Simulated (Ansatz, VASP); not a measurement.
**Two plane-wave programs on PbF2**

```
Pb F
1.0
     0.00000    2.97002    2.97002
     2.97002    0.00000    2.97002
     2.97002    2.97002    0.00000
Pb F
1 2
Cartesian
  0.0000 0.0000 0.0000
  1.4850 1.4850 1.4850
  4.4550 4.4550 4.4550
```

Alike in both runs: task single point; functional PBE; k mesh 6 × 6 × 6; no spin polarisation.

```csv
,VASP,Ansatz
version,VASP 6.6.1,Ansatz 0.2.0
potentials or method,"VASP PAW PBE potentials, release 64 (Pb_d, F)","plane waves, PAW"
plane-wave cutoff (eV),520,420
occupations,"gaussian, width 0.01 eV",fixed
valence electrons in the cell,28,28
```

|  | VASP | Ansatz | Ansatz less VASP |
| --- | --- | --- | --- |
| gap on the k mesh at the Fermi level (eV) | 4.44 | 4.44 | +0.004 |
| pressure (GPa) | 2.0 | 2.2 | +0.20 |

Spin-orbit coupling is off throughout.
